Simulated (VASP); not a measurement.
Wanted: the native input for a VASP 6.6.1 run.

- Task: single point
- Functional: PBE
- Potentials or basis: VASP PAW PBE potentials, release 64 (Zn, O)
- Cutoff: 520 eV
- k mesh: 15 × 15 × 8
- Occupations: gaussian, width 0.02 eV
- Spin: no spin polarisation
- Dipole correction: no
- Further INCAR settings: ALGO = Normal; EDIFF = 1e-06; NBANDS = 26

The structure of ZnO (k07) lies in POSCAR:

```
ZnO
1.0
    3.2794805646      0.0000000000      0.0000000000
   -1.6397402823      2.8401134801      0.0000000000
    0.0000000000      0.0000000000      5.2937446008
Zn O
2 2
Direct
    0.3333333333      0.6666666667      0.4999686137
    0.6666666667      0.3333333333     -0.0000313863
    0.6666666667      0.3333333333      0.3790413863
    0.3333333333      0.6666666667      0.8790413863
```

These files were run (other wordings do the same):

INCAR

```
SYSTEM = ZnO
PREC = Accurate
ENCUT = 520
EDIFF = 1E-6
ISMEAR = 0
SIGMA = 0.02
LREAL = .FALSE.
LASPH = .TRUE.
NELM = 100
ALGO = Normal
ISIF = 2
LWAVE = .FALSE.
LCHARG = .FALSE.
GGA = PE
NBANDS = 26
```

KPOINTS

```
Automatic mesh
0
G
  15 15 8
  0 0 0
```

Potentials or basis: VASP PAW PBE potentials, release 64 (Zn, O).

Command:

```console
$ cat potpaw_PBE.64/Zn/POTCAR potpaw_PBE.64/O/POTCAR > POTCAR
$ mpirun -np 1 vasp_std > vasp.out
```

Results of the run:

| Property | Result |
| --- | --- |
| Pressure | 0.9 GPa |
| Band gap on the k mesh | 0.73 eV, direct |

Wall time 96 s on 1 thread of AMD EPYC 9R45 96-Core Processor (Zen 5), on a shared host, peak memory 0.23 GiB.
